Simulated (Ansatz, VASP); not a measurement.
BN: VASP beside Ansatz

Contents of POSCAR:

```
BN
1.0
    0.0000000000      1.8048254497      1.8048254497
    1.8048254497      0.0000000000      1.8048254497
    1.8048254497      1.8048254497      0.0000000000
B N
1 1
Direct
    0.0000000000      0.0000000000      0.0000000000
    0.2500000000      0.2500000000      0.2500000000
```

The input INCAR.step1:

```
  ALGO = Normal
  EDIFF = 1E-5
  ENCUT = 520
  GGA = PE
  ISIF = 2
  ISMEAR = 0
  LASPH = T
  LREAL = F
  LWAVE = T
  NBANDS = 11
  NELM = 80
  PREC = Accurate
  SIGMA = 0.01
```

Contents of INCAR.step2:

```
  ALGO = Normal
  EDIFF = 1E-6
  ENCUT = 520
  GGA = PE
  HFSCREEN = 0.2079
  ISIF = 2
  ISMEAR = 0
  ISTART = 1
  LASPH = T
  LCHARG = T
  LELF = T
  LHFCALC = T
  LREAL = F
  LVHAR = T
  LWAVE = F
  NBANDS = 11
  NELM = 80
  PREC = Accurate
  PRECFOCK = Normal
  SIGMA = 0.01
```

File KPOINTS:

```
k-points
0
Gamma
  8 8 8
```

Input for Ansatz:

```yaml
crystal:
  lattice:
    - [0.0, 1.8048254497, 1.8048254497]
    - [1.8048254497, 0.0, 1.8048254497]
    - [1.8048254497, 1.8048254497, 0.0]
  atoms:
    - { symbol: B, position: [0.0, 0.0, 0.0] }
    - { symbol: "N", position: [0.25, 0.25, 0.25] }
kpoints:
  mp_grid: { grid: [8, 8, 8] }
  band_path:
    path:
      - [0.0, 0.0, 0.0]
      - [-0.5, -0.5, 0.0]
      - [-0.375, -0.375, 0.25]
      - [-0.375, 0.0, 0.375]
      - [0.0, 0.0, 0.5]
      - [-0.5, -0.25, 0.25]
      - [0.0, 0.5, 0.5]
    npoints: 1
hamiltonian:
  xc: hse06
scf:
  occupations: { method: fixed }
  n_extra_bands: 4
output:
  forces: true
  stress: true
  eigenvalues: true
```

Alike in both runs: task single point; functional HSE06; k mesh 8 × 8 × 8; no spin polarisation.

|  | VASP | Ansatz |
| --- | --- | --- |
| version | VASP 6.6.1 | Ansatz 0.2.0 |
| potentials or method | VASP PAW PBE potentials, release 64 (B, N) | plane waves, PAW |
| plane-wave cutoff (eV) | 520 | 420 |
| occupations | gaussian, width 0.01 eV | fixed |
| valence electrons in the cell | 8 | 8 |

|  | VASP | Ansatz | Ansatz less VASP |
| --- | --- | --- | --- |
| gap on the k mesh at the Fermi level (eV) | 5.78 | 5.79 | +0.015 |
| pressure (GPa) | -3.9 | -4.4 | -0.49 |

Ansatz's warnings: stress exchange threshold loose, stress scf threshold loose.
